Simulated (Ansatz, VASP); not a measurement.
**Eu in VASP and in Ansatz**

The input INCAR:

```
SYSTEM = Eu
ALGO     = Normal         ! electronic algorithm
EDIFF    = 1E-6           ! SCF threshold, eV
ENCUT    = 520            ! plane-wave cutoff, eV
GGA      = PE             ! functional
ISIF     = 2              ! what is computed and relaxed
ISMEAR   = -1             ! smearing method
ISPIN    = 2              ! spin polarisation
LASPH    = .TRUE.         ! aspherical terms in the spheres
LCHARG   = .FALSE.        ! write CHGCAR
LMAXMIX  = 6              ! l up to which the mixer works
LORBIT   = 11             ! projections on sites
LREAL    = .FALSE.        ! projectors in reciprocal space
LWAVE    = .FALSE.        ! write WAVECAR
MAGMOM   = 7              ! initial moments
NBANDS   = 18             ! bands
NELM     = 150            ! most SCF steps
PREC     = Accurate       ! precision mode
SIGMA    = 0.05           ! smearing width, eV
```

KPOINTS

```
k-points
0
G
  10 10 10
  0 0 0
```

POSCAR

```
Eu
1.0
   -2.1900805506      2.1900805506      2.1900805506
    2.1900805506     -2.1900805506      2.1900805506
    2.1900805506      2.1900805506     -2.1900805506
Eu
1
Direct
    0.0000000000      0.0000000000      0.0000000000
```

Input for Ansatz:

```yaml
crystal:
  lattice:
    - [-2.1900805506, 2.1900805506, 2.1900805506]
    - [2.1900805506, -2.1900805506, 2.1900805506]
    - [2.1900805506, 2.1900805506, -2.1900805506]
  atoms:
    - { symbol: Eu, position: [0.0, 0.0, 0.0], spin: 7.0 }
magnetization:
  spin_polarized: true
kpoints:
  mp_grid: { grid: [10, 10, 10] }
scf:
  occupations: { method: fermi_dirac, width: 0.05 }
hamiltonian:
  xc: pbe
  pseudopotentials: { kind: paw }
output:
  forces: true
  stress: true
  eigenvalues: true
  populations: true
```

Change from the starting cell: volume scaled by 0.86, PAW files.

Alike in both runs: task single point; functional PBE; k mesh 10 × 10 × 10; occupations fermi-dirac, width 0.05 eV; collinear spin.

|  | VASP | Ansatz |
| --- | --- | --- |
| version | VASP 6.6.1 | Ansatz 0.2.0 |
| potentials or method | VASP PAW PBE potentials, release 64 (Eu) | PAW with Ansatz's default frozen-core files, scalar-relativistic |
| plane-wave cutoff (eV) | 520 | 420 |
| valence electrons in the cell | 17 | 17 |

Ansatz gave:

| Item | Value |
| --- | --- |
| pressure (GPa) | 0.0 |
| net moment per atom (μB) | 7.31 |
| size of the moment on the site where the two differ most (μB) | 7.04 |

**Question.** Estimate VASP's values.

**Answer.** Pressure (GPa): -0.2; net moment per atom (μB): 7.30; size of the moment on the site where the two differ most (μB): 6.68.

Site moments also hang on the region over which each program counts them.

Spin-orbit coupling is off throughout.
